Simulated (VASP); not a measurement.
# Hf (Fm-3m) in VASP: a series of runs

Hf is run at these levels: PBE; tasks: single point.

All numbers are computed with VASP 6.6.1; they aren't measurements. Logs are shortened: lines on timing, memory, paths and dates and some standing lists are left out, and cuts for length are marked.

## 1. The cell of the first run

The structure is cubic, space group Fm-3m (No. 225). The conventional cell has a = 4.486 Å, b = 4.486 Å, c = 4.486 Å, α = 90.00°, β = 90.00°, γ = 90.00°. Hf (site symmetry m-3m) has 12 Hf at 3.17 Å within 4.2 Å.

## 2. Single point, PBE

File INCAR:

```
SYSTEM = Hf
PREC     = Accurate       ! precision mode
ENCUT    = 500            ! plane-wave cutoff, eV
EDIFF    = 1E-6           ! SCF threshold, eV
ISMEAR   = -1             ! smearing method
SIGMA    = 0.1            ! smearing width, eV
LREAL    = .FALSE.        ! projectors in reciprocal space
LASPH    = .TRUE.         ! aspherical terms in the spheres
NELM     = 120            ! most SCF steps
ALGO     = Normal         ! electronic algorithm
ISIF     = 2              ! what is computed and relaxed
LWAVE    = .FALSE.        ! write WAVECAR
LCHARG   = .FALSE.        ! write CHGCAR
GGA      = PE             ! functional
NBANDS   = 11             ! bands
GGA_COMPAT= .FALSE.
```

File KPOINTS:

```
Automatic mesh
0
G
  4 4 4
  0 0 0
```

File POSCAR:

```
Hf
1.0
   -2.2429137693      0.0000000000      2.2429137693
    0.0000000000      2.2429137693      2.2429137693
   -2.2429137693      2.2429137693      0.0000000000
Hf
1
Direct
    0.0000000000      0.0000000000      0.0000000000
```

Potentials or basis: VASP PAW PBE potentials, release 64 (Hf_pv).

Launch:

```bash
cat potpaw_PBE.64/Hf_pv/POTCAR > POTCAR
mpirun -np 1 vasp_std > vasp.out
```

OUTCAR:

```text
SYSTEM = Hf
   PREC = Accurate
   ENCUT = 500
   EDIFF = 1E-6
   ISMEAR = -1
   LREAL = .FALSE.
   LASPH = .TRUE.
   NELM = 120
   ISIF = 2
   GGA = PE

 ion  position               nearest neighbor table
   1  0.000  0.000  0.000-

  LATTYP: Found a face centered cubic cell.
 ALAT       =     4.4858275386

  Lattice vectors:

 A1 = (  -2.2429137693,   0.0000000000,   2.2429137693)
 A2 = (   0.0000000000,   2.2429137693,   2.2429137693)
 A3 = (  -2.2429137693,   2.2429137693,   0.0000000000)

Analysis of symmetry for initial positions (statically):
=====================================================================
 Subroutine PRICEL returns:
 Original cell was already a primitive cell.

 Routine SETGRP: Setting up the symmetry group for a
 face centered cubic supercell.

 Subroutine GETGRP returns: Found 48 space group operations
 (whereof 48 operations were pure point group operations)
 out of a pool of 48 trial point group operations.

The static configuration has the point symmetry O_h .

Analysis of symmetry for dynamics (positions and initial velocities):
=====================================================================
 Subroutine PRICEL returns:
 Original cell was already a primitive cell.

 Routine SETGRP: Setting up the symmetry group for a
 face centered cubic supercell.

 Subroutine GETGRP returns: Found 48 space group operations
 (whereof 48 operations were pure point group operations)
 out of a pool of 48 trial point group operations.

The dynamic configuration has the point symmetry O_h .

 Subroutine INISYM returns: Found 48 space group operations
 (whereof 48 operations are pure point group operations),
 and found     1 'primitive' translations

----------------------------------------------------------------------------------------

                                     Primitive cell

  volume of cell :      22.5667

  direct lattice vectors                    reciprocal lattice vectors
    -2.242913769  0.000000000  2.242913769    -0.222924308 -0.222924308  0.222924308
     0.000000000  2.242913769  2.242913769     0.222924308  0.222924308  0.222924308
    -2.242913769  2.242913769  0.000000000    -0.222924308  0.222924308 -0.222924308

  length of vectors
     3.171959072  3.171959072  3.171959072     0.386116228  0.386116228  0.386116228

  position of ions in fractional coordinates (direct lattice)
[... 64 lines left out ...]
   IBRION =     -1    ionic relax: 0-MD 1-quasi-New 2-CG
   NFREE  =      0    steps in history (QN), initial steepest desc. (CG)
   ISIF   =      2    stress and relaxation
   ISYM   =      2    0-nonsym 1-usesym 2-fastsym
   POTIM  = 0.5000    time-step for ionic-motion
   TEBEG  =    0.0;   TEEND  =   0.0 temperature during run
   PSTRESS=    0.0 pullay stress
   NELECT =      10.0000    total number of electrons
   NUPDOWN=      -1.0000    fix difference up-down
   EMIN   =  10.00;   EMAX   =-10.00  energy-range for DOS
   EFERMI =   0.00;   METHOD = LEGACY
   ISMEAR =    -1;   SIGMA  =   0.10  broadening in eV -4-tet -1-fermi 0-gaus
   EFERMI_NEDOS =   21; number of points for ismear=-14 and -15
   IALGO  =     38    algorithm
   IMIX   =      4    mixing-type and parameters
     AMIX     =   0.40;   BMIX     =  1.00
     AMIX_MAG =   1.60;   BMIX_MAG =  1.00
  volume/ion in A,a.u.               =      22.57       152.29
  Fermi-wavevector in a.u.,A,eV,Ry     =   1.248108  2.358583 21.194805  1.557774
  Thomas-Fermi vector in A             =   2.382210
   LORBIT       =      0    0 simple, 1 ext, 2 COOP (PROOUT), +10 PAW based schemes
   GGA     = PE    functional components
   LHFCALC =     F    Hartree Fock is set to
   AEXX    =    0.0000 exact exchange contribution
   IVDW    =     0    specifies the selected vdW correction
   LEPSILON=     F    determine dielectric tensor
   LRPA    =     F    only Hartree local field effects (RPA)
 non-spin polarized calculation
  energy-cutoff  :      500.00
  volume of cell :       22.57
 maximum number of plane-waves:       588
   NGX = 11   NGY = 11   NGZ = 11

 number of electron      10.0000000 magnetization

 number of electron       9.9999999 magnetization

 Free energy of the ion-electron system (eV)
  ---------------------------------------------------
  ext. energy  EPLUGINS =         0.00000000
  ---------------------------------------------------
  free energy    TOTEN  =        -9.80767760 eV

  energy without entropy =       -9.75282931  energy(sigma->0) =       -9.78025346

 E-fermi :   4.6658     XC(G=0): -11.2371

 val. band max:        4.6582202544   @ k =  -0.2500   0.2500   0.0000
 cond. band min:       4.8337662207   @ k =   0.2500   0.0000   0.0000
 fundamental gap:      0.1755459663
 Fermi energy:         4.6657637376

 k-point     1 :       0.0000    0.0000    0.0000
  band No.  band energies     occupation
      1     -25.3071      2.00000
      2     -25.3071      2.00000
      3     -25.3071      2.00000
      4      -2.4979      2.00000
      5       6.1133      0.00000
      6       6.1133      0.00000
      7       6.1133      0.00000
      8       8.8698      0.00000
      9       8.8698      0.00000
     10      15.9860      0.00000
     11      17.8000      0.00000
[... 85 lines left out ...]
 k-point     8 :      -0.2500    0.5000    0.2500
  band No.  band energies     occupation
      1     -25.8241      2.00000
      2     -25.8241      2.00000
      3     -25.6026      2.00000
      4       2.9144      2.00000
      5       4.3151      1.94174
      6       4.3151      1.94174
      7       7.1480      0.00000
      8      11.5979      0.00000
      9      13.6188      0.00000
     10      14.1364      0.00000
     11      14.1364      0.00000

------------------------ aborting loop because EDIFF is reached ----------------------------------------

  FORCE on cell =-STRESS in cart. coord.  units (eV):
  Direction    XX          YY          ZZ          XY          YZ          ZX
  --------------------------------------------------------------------------------------
  -------------------------------------------------------------------------------------
  Total       -0.0365599     -0.0365599     -0.0365599     -0.0000000     -0.0000000     -0.0000000
  in kB       -2.5956628     -2.5956628     -2.5956628     -0.0000000     -0.0000000     -0.0000000
  external PRESSURE =      -2.5956628 kB  Pullay stress =       0.0000000 kB

 VOLUME and BASIS-vectors are now :
 -----------------------------------------------------------------------------
  energy-cutoff  :      500.00
  volume of cell :       22.57
      direct lattice vectors                 reciprocal lattice vectors
    -2.242913769  0.000000000  2.242913769    -0.222924308 -0.222924308  0.222924308
     0.000000000  2.242913769  2.242913769     0.222924308  0.222924308  0.222924308
    -2.242913769  2.242913769  0.000000000    -0.222924308  0.222924308 -0.222924308

 POSITION                                       TOTAL-FORCE (eV/Angst)
 -----------------------------------------------------------------------------------
      0.00000      0.00000      0.00000         0.000000      0.000000      0.000000
 -----------------------------------------------------------------------------------
    total drift:                               -0.000000      0.000000     -0.000000

  FREE ENERGIE OF THE ION-ELECTRON SYSTEM (eV)
  ---------------------------------------------------
  free  energy   TOTEN  =        -9.8076776008 eV

  energy  without entropy=       -9.7528293133  energy(sigma->0) =       -9.78025346
```

OSZICAR:

```text
N       E                     dE             d eps       ncg     rms          rms(c)
DAV:   1     0.141318002937E+02    0.14132E+02   -0.53836E+03   176   0.794E+02
DAV:   2    -0.966534496564E+01   -0.23797E+02   -0.22850E+02   240   0.161E+02
DAV:   3    -0.101176015532E+02   -0.45226E+00   -0.43779E+00   217   0.147E+01
DAV:   4    -0.101190470015E+02   -0.14454E-02   -0.14454E-02   238   0.106E+00
DAV:   5    -0.101190519081E+02   -0.49065E-05   -0.49068E-05   197   0.449E-02    0.439E+01
DAV:   6    -0.988911865233E+01    0.22993E+00   -0.20470E-01   200   0.333E+00    0.265E+01
DAV:   7    -0.981057309354E+01    0.78546E-01   -0.30775E-01   191   0.409E+00    0.136E+00
DAV:   8    -0.980768468982E+01    0.28884E-02   -0.29799E-02   215   0.109E+00    0.148E-01
DAV:   9    -0.980767986313E+01    0.48267E-05   -0.56574E-04   191   0.201E-01    0.413E-02
DAV:  10    -0.980767813154E+01    0.17316E-05   -0.24427E-05   212   0.393E-02    0.322E-02
DAV:  11    -0.980767760078E+01    0.53076E-06   -0.44594E-06   203   0.156E-02
   1 F= -.98076776E+01 E0= -.97802535E+01  d E =-.548483E-01
```

Run time: 2.6 s. Hardware: 1 thread of Intel Xeon Platinum 8559C (Emerald Rapids), shared host; peak memory 0.13 GiB.

Results:

```
Free energy            : -9.8077 eV
Pressure               : -0.3 GPa
Band gap on the k mesh : zero (band 5 reaches 6.11 eV, above the bottom of band 6 at 4.32 eV)
```

Caveat: the k points lie up to 0.61 Å⁻¹ apart; spin-orbit coupling is left out, which moves the levels of the heavy elements.

## 3. Single point, PBE

File INCAR:

```
  ALGO = Normal
  EDIFF = 1E-6
  ENCUT = 500
  GGA = PE
  GGA_COMPAT = False
  ISIF = 2
  ISMEAR = -1
  LASPH = True
  LCHARG = True
  LELF = True
  LREAL = False
  LVHAR = True
  LWAVE = False
  NBANDS = 11
  NELM = 120
  PREC = Accurate
  SIGMA = 0.1
```

File KPOINTS:

```
k-points
0
Gamma
  4 4 4
```

POSCAR is that of step 2.

Potentials or basis: VASP PAW PBE potentials, release 64 (Hf_pv).

Launch:

```bash
cat potpaw_PBE.64/Hf_pv/POTCAR > POTCAR
mpirun -np 1 vasp_std > vasp.out
```

Run time: 2.8 s. Hardware: 1 thread of Intel Xeon Platinum 8559C (Emerald Rapids), shared host; peak memory 0.13 GiB.

It converged, with:

* Free energy: -9.8077 eV
* Pressure: -0.3 GPa
* Band gap on the k mesh: zero (band 5 reaches 6.11 eV, above the bottom of band 6 at 4.32 eV)

Levels at points of the mesh, in eV from the Fermi level:
| k point | band 3 | band 4 | band 5 | band 6 | band 7 | band 8 |
| --- | --- | --- | --- | --- | --- | --- |
| (0.00, 0.00, 0.00) | -29.97 | -7.16 | 1.45 | 1.45 | 1.45 | 4.20 |
| (0.50, 0.00, 0.00) | -30.08 | -3.58 | 0.56 | 1.22 | 1.22 | 6.30 |
| (0.50, 0.50, 0.00) | -30.26 | -3.20 | -2.05 | 2.50 | 6.31 | 6.92 |

Caveat: the k points lie up to 0.61 Å⁻¹ apart; spin-orbit coupling is left out, which moves the levels of the heavy elements.
